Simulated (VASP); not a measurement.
Crystal: HfHF3.

```xyz
5
Lattice="4.3099 0.0000 0.0000 0.0000 4.3099 0.0000 0.0000 0.0000 3.0727" Properties=species:S:1:pos:R:3 pbc="T T T"
Hf    0.0000    0.0000    2.1782
H     2.1550    2.1550    1.4935
F     0.0000    2.1550    2.1466
F     2.1550    0.0000    2.1466
F     2.1550    2.1550    0.5545
```

The cell was generated, and may not be a known phase.

* Program: VASP 6.6.1
* Task: relaxation of cell and atoms
* Functional: PBE
* Potentials or basis: VASP PAW PBE potentials, release 64 (Hf_pv, H, F)
* Cutoff: 600 eV
* k mesh: 10 × 10 × 12
* Occupations: gaussian, width 0.1 eV
* Spin: no spin polarisation

At the start: pressure -0.6 GPa; volume 11.42 Å³/atom.

Problem. Where does the relaxation end?

Solution. Over 26 steps the energy falls by 3.6 meV/atom and the volume is 11.47 Å³/atom (+0.5 %); space group P4mm (No. 99, to 0.1 Å) before and after.

Step by step:
| step | energy change (eV) | largest force (eV/Å) | pressure (GPa) | volume (Å³) |
| --- | --- | --- | --- | --- |
| 1 | 0.0000 | 0.2842 | -0.59 | 57.08 |
| 2 | 0.0099 | 1.4486 | -0.82 | 56.72 |
| 3 | -0.0058 | 0.4270 | -0.75 | 56.95 |
| 4 | -0.0135 | 0.0601 | 1.04 | 56.47 |
| 5 | -0.0135 | 0.0778 | 0.94 | 56.49 |
| 6 | -0.0156 | 0.0707 | 0.63 | 56.80 |
| 7 | -0.0166 | 0.2002 | 0.31 | 57.13 |
| 8 | -0.0171 | 0.1697 | -0.25 | 57.37 |
| 9 | -0.0172 | 0.0699 | -0.08 | 57.30 |
| 10 | -0.0173 | 0.0633 | -0.10 | 57.34 |
| 11 | -0.0175 | 0.0432 | -0.15 | 57.45 |
| 12 | -0.0172 | 0.0373 | -0.19 | 57.67 |
| 13 | -0.0175 | 0.0327 | -0.16 | 57.50 |
| 14 | -0.0175 | 0.0350 | -0.13 | 57.49 |
| 15 | -0.0176 | 0.0688 | 0.00 | 57.44 |
| 16 | -0.0176 | 0.0635 | 0.00 | 57.44 |
| 17 | -0.0176 | 0.0540 | 0.01 | 57.42 |
| 18 | -0.0177 | 0.0277 | 0.09 | 57.36 |
| 19 | -0.0176 | 0.0473 | 0.23 | 57.25 |
| 20 | -0.0177 | 0.0194 | 0.15 | 57.32 |
| 21 | -0.0177 | 0.0208 | 0.12 | 57.33 |
| 22 | -0.0178 | 0.0257 | 0.07 | 57.34 |
| 23 | -0.0179 | 0.0355 | -0.04 | 57.37 |
| 24 | -0.0178 | 0.0483 | 0.03 | 57.37 |
| 25 | -0.0179 | 0.0058 | 0.00 | 57.37 |
| 26 | -0.0179 | 0.0045 | 0.01 | 57.37 |

Final structure:
```yaml
crystal:
  lattice:
    - [4.27133, 0.00000, 0.00000]
    - [0.00000, 4.27133, 0.00000]
    - [0.00000, 0.00000, 3.14429]
  atoms:
    - { symbol: Hf, position: [0.00000, 0.00000, 0.71290] }
    - { symbol: H, position: [0.50000, 0.50000, 0.47910] }
    - { symbol: F, position: [0.00000, 0.50000, 0.70079] }
    - { symbol: F, position: [0.50000, 0.00000, 0.70079] }
    - { symbol: F, position: [0.50000, 0.50000, 0.17901] }
```
